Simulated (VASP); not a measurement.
# MgO in VASP: a series of runs

The runs below take MgO through single point, with PBE.

Program: VASP 6.6.1. These are calculated values, not measurements. Logs are shortened: lines on timing, memory, paths and dates and some standing lists are left out, and cuts for length are marked.

### 1 The cell of the first run

It takes space group I4/mmm (No. 139, tetragonal). The conventional cell has a = 3.083 Å, b = 3.083 Å, c = 4.467 Å, α = 90.00°, β = 90.00°, γ = 90.00°. Mg (site symmetry 4/mmm) has 6 O at 2.18 to 2.23 Å within 2.9 Å. Within 2.9 Å of O (site symmetry 4/mmm) lie 6 Mg at 2.18 to 2.23 Å.

### 2 Single point, PBE (strain +0.025 along x and y, +0.050 along z)

Contents of INCAR:

```
ALGO = Normal ; EDIFF = 1E-6
ENCUT = 520 ; GGA = PE
ISIF = 2 ; ISMEAR = 0
LASPH = True ; LCHARG = False
LREAL = False ; LWAVE = False
NBANDS = 11 ; NELM = 80
PREC = Accurate ; SIGMA = 0.05
```

Contents of KPOINTS:

```
k-points
0
Gamma
  10 10 10
```

Contents of POSCAR:

```
MgO
1.0
    0.0000000000      2.1800959780      2.2332690507
    2.1800959780      0.0000000000      2.2332690507
    2.1800959780      2.1800959780      0.0000000000
Mg O
1 1
Direct
    0.0000000000      0.0000000000      0.0000000000
    0.5000000000      0.5000000000      0.5000000000
```

Potentials or basis: VASP PAW PBE potentials, release 64 (Mg, O).

Run with:

```sh
$ cat potpaw_PBE.64/Mg/POTCAR potpaw_PBE.64/O/POTCAR > POTCAR
$ mpirun -np 1 vasp_std > vasp.out
```

OUTCAR:

```text
EDIFF = 1E-6
   ENCUT = 520
   GGA = PE
   ISIF = 2
   ISMEAR = 0
   LASPH = True
   LREAL = False
   NELM = 80
   PREC = Accurate

 ion  position               nearest neighbor table
   1  0.000  0.000  0.000-   2 2.18   2 2.18   2 2.18   2 2.18   2 2.23   2 2.23
   2  0.500  0.500  0.500-   1 2.18   1 2.18   1 2.18   1 2.18   1 2.23   1 2.23

  LATTYP: Found a body centered tetragonal cell.
 ALAT       =     3.0831212994
 C/A-ratio  =     1.4487065761

  Lattice vectors:

 A1 = (  -2.1800959780,   0.0000000000,   2.2332690507)
 A2 = (   2.1800959780,   0.0000000000,   2.2332690507)
 A3 = (   0.0000000000,   2.1800959780,  -2.2332690507)

Analysis of symmetry for initial positions (statically):
=====================================================================
 Subroutine PRICEL returns:
 Original cell was already a primitive cell.

 Routine SETGRP: Setting up the symmetry group for a
 body centered tetragonal supercell.

 Subroutine GETGRP returns: Found 16 space group operations
 (whereof 16 operations were pure point group operations)
 out of a pool of 16 trial point group operations.

The static configuration has the point symmetry D_4h.

Analysis of symmetry for dynamics (positions and initial velocities):
=====================================================================
 Subroutine PRICEL returns:
 Original cell was already a primitive cell.

 Routine SETGRP: Setting up the symmetry group for a
 body centered tetragonal supercell.

 Subroutine GETGRP returns: Found 16 space group operations
 (whereof 16 operations were pure point group operations)
 out of a pool of 16 trial point group operations.

The dynamic configuration has the point symmetry D_4h.

 Subroutine INISYM returns: Found 16 space group operations
 (whereof 16 operations are pure point group operations),
 and found     1 'primitive' translations

----------------------------------------------------------------------------------------

                                     Primitive cell

  volume of cell :      21.2286

  direct lattice vectors                    reciprocal lattice vectors
     0.000000000  2.180095978  2.233269051    -0.229347701  0.229347701  0.223887041
     2.180095978  0.000000000  2.233269051     0.229347701 -0.229347701  0.223887041
     2.180095978  2.180095978  0.000000000     0.229347701  0.229347701 -0.223887041

  length of vectors
     3.120946832  3.120946832  3.083121299     0.394114378  0.394114378  0.394114378

  position of ions in fractional coordinates (direct lattice)
     0.000000000  0.000000000  0.000000000
     0.500000000  0.500000000  0.500000000

  ion indices of the primitive-cell ions
   primitive index   ion index
                 1           1
                 2           2

----------------------------------------------------------------------------------------

 KPOINTS: k-points

Automatic generation of k-mesh.
 Grid dimensions read from file:
 generate k-points for:   10   10   10

 Generating k-lattice:

  Cartesian coordinates                     Fractional coordinates (reciprocal lattice)
    -0.022934770  0.022934770  0.022388704     0.100000000  0.000000000  0.000000000
     0.022934770 -0.022934770  0.022388704     0.000000000  0.100000000  0.000000000
     0.022934770  0.022934770 -0.022388704     0.000000000  0.000000000  0.100000000

  Length of vectors
     0.039411438  0.039411438  0.039411438

  Shift w.r.t. Gamma in fractional coordinates (k-lattice)
     0.000000000  0.000000000  0.000000000

 Subroutine IBZKPT returns following result:
 ===========================================

 Found    102 irreducible k-points:

 Following reciprocal coordinates:
            Coordinates               Weight
  0.000000  0.000000  0.000000      1.000000
  0.100000  0.000000  0.000000      8.000000
  0.200000  0.000000  0.000000      8.000000
  0.300000  0.000000  0.000000      8.000000
  0.400000  0.000000  0.000000      8.000000
  0.500000 -0.000000  0.000000      4.000000
[... 16 lines left out ...]
  0.300000  0.300000  0.000000      2.000000
  0.400000  0.300000  0.000000      8.000000
 [... further k-points ...]
   k-points           NKPTS =    102   k-points in BZ     NKDIM =    102   number of bands    NBANDS=     11
   number of dos      NEDOS =    301   number of ions     NIONS =      2
   total plane-waves  NPLWV =  13824
   dimension x,y,z NGX =    24 NGY =   24 NGZ =   24
   dimension x,y,z NGXF=    48 NGYF=   48 NGZF=   48
   ions per type =               1   1
   NGX,Y,Z   is equivalent  to a cutoff of  12.78, 12.78, 12.94 a.u.
   NGXF,Y,Z  is equivalent  to a cutoff of  25.57, 25.57, 25.88 a.u.
 SYSTEM =  unknown system
   PREC   = accura    normal or accurate (medium, high low for compatibility)
   ISTART =      0    job   : 0-new  1-cont  2-samecut
   ICHARG =      2    charge: 1-file 2-atom 10-const
   ISPIN  =      1    spin polarized calculation?
   LNONCOLLINEAR =      F non collinear calculations
   LSORBIT =      F    spin-orbit coupling
   LASPH  =      T    aspherical Exc in radial PAW
   ENCUT  =  520.0 eV  38.22 Ry    6.18 a.u.   5.80  5.80  5.73*2*pi/ulx,y,z
   NELM   =     80;   NELMIN=  2; NELMDL= -5     # of ELM steps
   EDIFF  = 0.1E-05   stopping-criterion for ELM
   LREAL  =      F    real-space projection
   EDIFFG = 0.1E-04   stopping-criterion for IOM
   NSW    =      0    number of steps for IOM
   IBRION =     -1    ionic relax: 0-MD 1-quasi-New 2-CG
   NFREE  =      0    steps in history (QN), initial steepest desc. (CG)
   ISIF   =      2    stress and relaxation
   ISYM   =      2    0-nonsym 1-usesym 2-fastsym
   POTIM  = 0.5000    time-step for ionic-motion
   TEBEG  =    0.0;   TEEND  =   0.0 temperature during run
   PSTRESS=    0.0 pullay stress
   NELECT =       8.0000    total number of electrons
   NUPDOWN=      -1.0000    fix difference up-down
   EMIN   =  10.00;   EMAX   =-10.00  energy-range for DOS
   EFERMI =   0.00;   METHOD = LEGACY
   ISMEAR =     0;   SIGMA  =   0.05  broadening in eV -4-tet -1-fermi 0-gaus
   EFERMI_NEDOS =   21; number of points for ismear=-14 and -15
   IALGO  =     38    algorithm
   IMIX   =      4    mixing-type and parameters
     AMIX     =   0.40;   BMIX     =  1.00
     AMIX_MAG =   1.60;   BMIX_MAG =  1.00
  volume/ion in A,a.u.               =      10.61        71.63
  Fermi-wavevector in a.u.,A,eV,Ry     =   1.182490  2.234582 19.024783  1.398282
  Thomas-Fermi vector in A             =   2.318743
   LORBIT       =      0    0 simple, 1 ext, 2 COOP (PROOUT), +10 PAW based schemes
   GGA     = PE    functional components
   LHFCALC =     F    Hartree Fock is set to
   AEXX    =    0.0000 exact exchange contribution
   IVDW    =     0    specifies the selected vdW correction
   LEPSILON=     F    determine dielectric tensor
   LRPA    =     F    only Hartree local field effects (RPA)
 non-spin polarized calculation
 Gauss-broadening in eV      SIGMA  =   0.05
  energy-cutoff  :      520.00
  volume of cell :       21.23
 maximum number of plane-waves:       588
   NGX = 11   NGY = 11   NGZ = 11

 number of electron       7.9999997 magnetization

 Free energy of the ion-electron system (eV)
  ---------------------------------------------------
  ext. energy  EPLUGINS =         0.00000000
  ---------------------------------------------------
  free energy    TOTEN  =       -11.82221374 eV

  energy without entropy =      -11.82221374  energy(sigma->0) =      -11.82221374

 E-fermi :   2.6499     XC(G=0): -10.4885

 val. band max:        2.3285892802   @ k =   0.0000   0.0000   0.0000
 cond. band min:       5.8693796471   @ k =   0.0000   0.0000   0.0000
 fundamental gap:      3.5407903669
 Fermi energy:         2.6499332570

 k-point     1 :       0.0000    0.0000    0.0000
  band No.  band energies     occupation
      1     -14.3693      2.00000
      2       2.2712      2.00000
      3       2.2712      2.00000
      4       2.3286      2.00000
      5       5.8694      0.00000
      6      17.2135      0.00000
      7      17.4459      0.00000
      8      17.4459      0.00000
      9      20.9649      0.00000
     10      22.2340      0.00000
     11      22.9529      0.00000

 k-point     2 :       0.1000    0.0000    0.0000
  band No.  band energies     occupation
      1     -14.2857      2.00000
      2       1.6571      2.00000
      3       2.2215      2.00000
      4       2.2528      2.00000
      5       6.5128      0.00000
      6      16.1474      0.00000
      7      17.4722      0.00000
      8      17.6458      0.00000
      9      21.3455      0.00000
     10      21.9578      0.00000
     11      22.3565      0.00000

 k-point     3 :       0.2000    0.0000    0.0000
  band No.  band energies     occupation
      1     -14.0574      2.00000
      2       0.4601      2.00000
      3       2.0949      2.00000
      4       2.1044      2.00000
      5       7.7104      0.00000
      6      14.6024      0.00000
      7      17.7326      0.00000
      8      18.0139      0.00000
      9      20.7470      0.00000
     10      21.1779      0.00000
     11      22.5742      0.00000

 k-point     4 :       0.3000    0.0000    0.0000
  band No.  band energies     occupation
      1     -13.7537      2.00000
      2      -0.6859      2.00000
      3       1.9303      2.00000
      4       1.9450      2.00000
      5       8.7388      0.00000
      6      13.6946      0.00000
      7      17.5588      0.00000
      8      17.9867      0.00000
      9      21.3050      0.00000
     10      21.5631      0.00000
     11      21.9927      0.00000
[... 239 lines left out ...]
 k-point    22 :      -0.2000    0.2000    0.0000
  band No.  band energies     occupation
      1     -13.6526      2.00000
      2      -0.5746      2.00000
      3       1.1743      2.00000
      4       1.9505      2.00000
      5       9.5635      0.00000
      6      13.3701      0.00000
      7      16.0313      0.00000
      8      18.8060      0.00000
      9      19.9416      0.00000
     10      22.1945      0.00000
     11      24.6348      0.00000

 k-point    23 :       0.3000    0.3000    0.0000
  band No.  band energies     occupation
      1     -13.6201      2.00000
      2      -0.5330      2.00000
      3       1.5125      2.00000
      4       1.5125      2.00000
      5       9.8503      0.00000
      6      12.5482      0.00000
      7      15.1242      0.00000
      8      18.8811      0.00000
      9      18.8811      0.00000
     10      25.2649      0.00000
     11      26.8858      0.00000

 k-point    24 :       0.4000    0.3000    0.0000
  band No.  band energies     occupation
      1     -13.4317      2.00000
      2      -0.8898      2.00000
      3       1.1884      2.00000
      4       1.3934      2.00000
      5      10.5999      0.00000
      6      12.2258      0.00000
      7      14.3842      0.00000
      8      19.0265      0.00000
      9      19.1785      0.00000
     10      25.8175      0.00000
     11      26.6168      0.00000

 [... further k-points ...]
[... 5 lines left out ...]
  --------------------------------------------------------------------------------------
  -------------------------------------------------------------------------------------
  Total       -1.5781190     -1.5781190     -1.8390735      0.0000000     -0.0000000     -0.0000000
  in kB     -119.1044716   -119.1044716   -138.7993412      0.0000000     -0.0000000     -0.0000000
  external PRESSURE =    -125.6694281 kB  Pullay stress =       0.0000000 kB

 VOLUME and BASIS-vectors are now :
 -----------------------------------------------------------------------------
  energy-cutoff  :      520.00
  volume of cell :       21.23
      direct lattice vectors                 reciprocal lattice vectors
     0.000000000  2.180095978  2.233269051    -0.229347701  0.229347701  0.223887041
     2.180095978  0.000000000  2.233269051     0.229347701 -0.229347701  0.223887041
     2.180095978  2.180095978  0.000000000     0.229347701  0.229347701 -0.223887041

 POSITION                                       TOTAL-FORCE (eV/Angst)
 -----------------------------------------------------------------------------------
      0.00000      0.00000      0.00000         0.000000      0.000000     -0.000000
      2.18010      2.18010      2.23327         0.000000     -0.000000      0.000000
 -----------------------------------------------------------------------------------
    total drift:                               -0.000000     -0.000000      0.000000

  FREE ENERGIE OF THE ION-ELECTRON SYSTEM (eV)
  ---------------------------------------------------
  free  energy   TOTEN  =       -11.8222137388 eV

  energy  without entropy=      -11.8222137388  energy(sigma->0) =      -11.82221374
```

It took 6.5 s on 1 thread of Intel Xeon 6975P-C (Granite Rapids), shared host; peak memory 0.15 GiB.

Results:

| Item | Value |
| --- | --- |
| Free energy | -11.8222 eV |
| Pressure | -12.6 GPa |
| Band gap on the k mesh | 3.54 eV, direct |

Caveat: the cell differs from its parent crystal (strain +0.025 along x and y, +0.050 along z).

### 3 Single point, PBE (strain +0.050 along x and y, +0.025 along z)

Contents of INCAR:

```
SYSTEM = MgO
ALGO     = Normal         ! electronic algorithm
EDIFF    = 1E-6           ! SCF threshold, eV
ENCUT    = 520            ! plane-wave cutoff, eV
GGA      = PE             ! functional
ISIF     = 2              ! what is computed and relaxed
ISMEAR   = 0              ! smearing method
LASPH    = .True.         ! aspherical terms in the spheres
LCHARG   = .False.        ! write CHGCAR
LREAL    = .False.        ! projectors in reciprocal space
LWAVE    = .False.        ! write WAVECAR
NBANDS   = 11             ! bands
NELM     = 100            ! most SCF steps
PREC     = Accurate       ! precision mode
SIGMA    = 0.05           ! smearing width, eV
```

Contents of KPOINTS:

```
k-points
0
Gamma
  10 10 10
  0 0 0
```

Contents of POSCAR:

```
MgO
1.0
    0.0000000000      2.2332690507      2.1800959780
    2.2332690507      0.0000000000      2.1800959780
    2.2332690507      2.2332690507      0.0000000000
Mg O
1 1
Direct
    0.0000000000      0.0000000000      0.0000000000
    0.5000000000      0.5000000000      0.5000000000
```

Potentials or basis: VASP PAW PBE potentials, release 64 (Mg, O).

Run with:

```sh
$ cat potpaw_PBE.64/Mg/POTCAR potpaw_PBE.64/O/POTCAR > POTCAR
$ mpirun -np 1 vasp_std > vasp.out
```

OUTCAR:

```text
SYSTEM = MgO
   EDIFF = 1E-6
   ENCUT = 520
   GGA = PE
   ISIF = 2
   ISMEAR = 0
   LASPH = .True.
   LREAL = .False.
   NELM = 100
   PREC = Accurate

 ion  position               nearest neighbor table
   1  0.000  0.000  0.000-   2 2.18   2 2.18   2 2.23   2 2.23   2 2.23   2 2.23
   2  0.500  0.500  0.500-   1 2.18   1 2.18   1 2.23   1 2.23   1 2.23   1 2.23

  LATTYP: Found a body centered tetragonal cell.
 ALAT       =     3.1583193799
 C/A-ratio  =     1.3805418108

  Lattice vectors:

 A1 = (   0.0000000000,  -2.2332690507,  -2.1800959780)
[... 515 lines left out ...]
      8      18.2096      0.00000
      9      18.4313      0.00000
     10      25.0199      0.00000
     11      26.4229      0.00000

 [... further k-points ...]
[... 5 lines left out ...]
  --------------------------------------------------------------------------------------
  -------------------------------------------------------------------------------------
  Total       -2.0866888     -2.0866888     -1.8438614      0.0000000      0.0000000     -0.0000000
  in kB     -153.7377670   -153.7377670   -135.8473416      0.0000000      0.0000000     -0.0000000
  external PRESSURE =    -147.7742919 kB  Pullay stress =       0.0000000 kB

 VOLUME and BASIS-vectors are now :
 -----------------------------------------------------------------------------
  energy-cutoff  :      520.00
  volume of cell :       21.75
      direct lattice vectors                 reciprocal lattice vectors
     0.000000000  2.233269051  2.180095978    -0.223887041  0.223887041  0.229347701
     2.233269051  0.000000000  2.180095978     0.223887041 -0.223887041  0.229347701
     2.233269051  2.233269051  0.000000000     0.223887041  0.223887041 -0.229347701

 POSITION                                       TOTAL-FORCE (eV/Angst)
 -----------------------------------------------------------------------------------
      0.00000      0.00000      0.00000         0.000000     -0.000000      0.000000
      2.23327      2.23327      2.18010        -0.000000      0.000000     -0.000000
 -----------------------------------------------------------------------------------
    total drift:                               -0.000000     -0.000000      0.000000

  FREE ENERGIE OF THE ION-ELECTRON SYSTEM (eV)
  ---------------------------------------------------
  free  energy   TOTEN  =       -11.7783766582 eV

  energy  without entropy=      -11.7783766582  energy(sigma->0) =      -11.77837666
```

Run time: 6.6 s. Hardware: 1 thread of Intel Xeon 6975P-C (Granite Rapids), shared host; peak memory 0.15 GiB.

Results:

| Quantity | Value |
| --- | --- |
| Free energy | -11.7784 eV |
| Pressure | -14.8 GPa |
| Band gap on the k mesh | 3.36 eV, direct |

Levels at points of the mesh, in eV from the valence-band top:
```csv
k point,band 1,band 2,band 3,band 4,band 5,band 6,band 7,band 8,band 9
"(0.00, 0.00, 0.00)",-16.58,-0.06,0.00,0.00,3.36,14.84,14.84,15.07,18.46
"(0.50, 0.00, 0.00)",-15.64,-4.02,-0.54,-0.51,6.95,10.91,14.54,15.03,18.70
"(0.50, 0.50, 0.00)",-15.40,-3.48,-1.22,-1.22,8.40,8.73,11.75,16.57,16.57
"(0.50, 0.00, 0.50)",-15.45,-3.54,-1.22,-1.07,8.39,8.96,11.44,16.64,17.05
```

Caveat: the cell differs from its parent crystal (strain +0.050 along x and y, +0.025 along z).

### 4 Single point, PBE (strain -0.050 along x and y, -0.050 along z)

Contents of INCAR:

```
  ALGO = Normal
  EDIFF = 1E-7
  ENCUT = 520
  GGA = PE
  ISIF = 2
  ISMEAR = 0
  LASPH = True
  LCHARG = False
  LREAL = False
  LWAVE = False
  NBANDS = 11
  NELM = 100
  PREC = Accurate
  SIGMA = 0.05
```

Contents of KPOINTS:

```
k-points
0
Gamma
  10 10 10
```

Contents of POSCAR:

```
MgO
1.0
    0.0000000000      2.0205767601      2.0205767601
    2.0205767601      0.0000000000      2.0205767601
    2.0205767601      2.0205767601      0.0000000000
Mg O
1 1
Direct
    0.0000000000      0.0000000000      0.0000000000
    0.5000000000      0.5000000000      0.5000000000
```

Run with:

```sh
$ cat potpaw_PBE.64/Mg/POTCAR potpaw_PBE.64/O/POTCAR > POTCAR
$ mpirun -np 1 vasp_std > vasp.out
```

Wall time 4.5 s (1 thread of Intel Xeon 6975P-C (Granite Rapids), shared host); peak memory 0.14 GiB.

The run converged. Its results:

```
Free energy            : -11.6834 eV
Pressure               : 30.9 GPa
Band gap on the k mesh : 6.03 eV, direct
```

Levels at points of the mesh, in eV from the valence-band top:
| k point | band 2 | band 3 | band 4 | band 5 | band 6 | band 7 |
| --- | --- | --- | --- | --- | --- | --- |
| (0.00, 0.00, 0.00) | 0.00 | 0.00 | 0.00 | 6.03 | 16.50 | 16.50 |
| (0.50, 0.00, 0.00) | -5.19 | -0.81 | -0.81 | 8.72 | 14.06 | 17.63 |
| (0.50, 0.50, 0.00) | -4.62 | -1.53 | -1.53 | 9.24 | 11.40 | 14.48 |

Caveat: the cell differs from its parent crystal (strain -0.050 along x and y, -0.050 along z).

### 5 Summary

| cell | gap on the mesh (eV) | pressure (GPa) |
| --- | --- | --- |
| a = 3.121, b = 3.121, c = 3.083 Å, angles 60.4, 60.4, 59.2°, 2 atoms | 3.54 | -12.6 |
| a = 3.121, b = 3.121, c = 3.158 Å, angles 59.6, 59.6, 60.8°, 2 atoms | 3.36 | -14.8 |
| a = 2.858 Å, angles 60.0°, 2 atoms | 6.03 | 30.9 |

Alike in all rows: task single point; level PBE; potentials or basis VASP PAW PBE potentials, release 64 (Mg, O); no spin polarisation; k mesh 10 × 10 × 10; cutoff (eV) 520; smearing gaussian 0.05 eV.

Absolute energies hang on the potentials; compare differences alone.
